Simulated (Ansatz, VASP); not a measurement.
**B in VASP and in Ansatz**

```
B
1.0
     1.63051   -2.76341    0.00000
     1.63051    2.76341    0.00000
     0.00000    0.00000    3.26535
B
4
Cartesian
  1.6305 1.9206 0.2563
  1.6305 -0.8428 1.3763
  1.6305 -1.9206 3.0090
  1.6305 0.8428 1.8890
```

Alike in both runs: task relaxation of cell and atoms; functional PBEsol; k mesh 6 × 6 × 6; occupations gaussian, width 0.1 eV; no spin polarisation.

|  | VASP | Ansatz |
| --- | --- | --- |
| version | VASP 6.6.1 | Ansatz 0.2.0 |
| potentials or method | VASP PAW PBE potentials, release 64 (B), cutoff 600 eV | scalar-relativistic, plane waves, PAW |
| valence electrons in the cell | 12 | 12 |

|  | VASP | Ansatz | Ansatz less VASP |
| --- | --- | --- | --- |
| gap on the k mesh at the Fermi level, each at its own relaxed structure (eV) | none | none | - |
| relaxed volume (Å³/atom) | 6.32 | 6.32 | -0.003 |
| relaxed cell length with the largest relative difference (Å) | 3.252 | 3.249 | -0.0025 |

VASP's potentials were made for PBE, not for PBEsol. A gap of «none» marks a metal or a gap that the smearing closes.

The k mesh is coarse, so the values compare programs but aren't converged.
